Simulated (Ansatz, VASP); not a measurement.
**Si: VASP beside Ansatz**

File INCAR:

```
SYSTEM = Si
  PREC = Accurate
  ENCUT = 520
  EDIFF = 1E-7
  ISMEAR = -1
  SIGMA = 0.1
  LREAL = .False.
  LASPH = .True.
  NELM = 60
  ALGO = Normal
  ISIF = 2
  LWAVE = .False.
  LCHARG = .False.
  NBANDS = 8
```

Contents of KPOINTS:

```
Automatic mesh
0
Gamma
  16 16 16
  0 0 0
```

File POSCAR:

```
Si
1.0
   -1.5416981232      1.5416981232      1.5416981232
    1.5416981232     -1.5416981232      1.5416981232
    1.5416981232      1.5416981232     -1.5416981232
Si
1
Direct
    0.0000000000      0.0000000000      0.0000000000
```

Input for Ansatz:

```yaml
crystal:
  lattice:
    - [-1.5416981232, 1.5416981232, 1.5416981232]
    - [1.5416981232, -1.5416981232, 1.5416981232]
    - [1.5416981232, 1.5416981232, -1.5416981232]
  atoms:
    - { symbol: Si, position: [0.0, 0.0, 0.0] }
hamiltonian:
  xc: lda
  pseudopotentials:
    kind: paw
    azcp:
      Si: "pseudopotentials/Si.paw.azcp"
basis:
  ecutwfc: 420
  fft_grid_basis: typed
kpoints:
  mp_grid: { grid: [16, 16, 16], shift: [0, 0, 0] }
magnetization:
  spin_polarized: false
scf:
  occupations: { method: fermi_dirac, width: 0.1 }
  lower_state_search: "off"
output:
  stress: true
  write_density: true
  write_potential: true
  elf: true
  volumetric_format: npy
```

Alike in both runs: task single point; functional LDA; k mesh 16 × 16 × 16; occupations fermi-dirac, width 0.1 eV; no spin polarisation.

|  | VASP | Ansatz |
| --- | --- | --- |
| version | VASP 6.6.1 | Ansatz 0.2.0 |
| potentials or method | VASP PAW LDA potentials, release 64 (Si), cutoff 520 eV | plane waves (420 eV) with PAW, scalar-relativistic |
| valence electrons in the cell | 4 | 4 |

```csv
,VASP,Ansatz,Ansatz less VASP
pressure (GPa),-3.4,-3.5,-0.08
```

Ansatz warns that its potentials were made for another functional, while VASP's fit it. LDA's correlation is that of Perdew and Zunger in VASP and of Perdew and Wang (1992) in Ansatz.
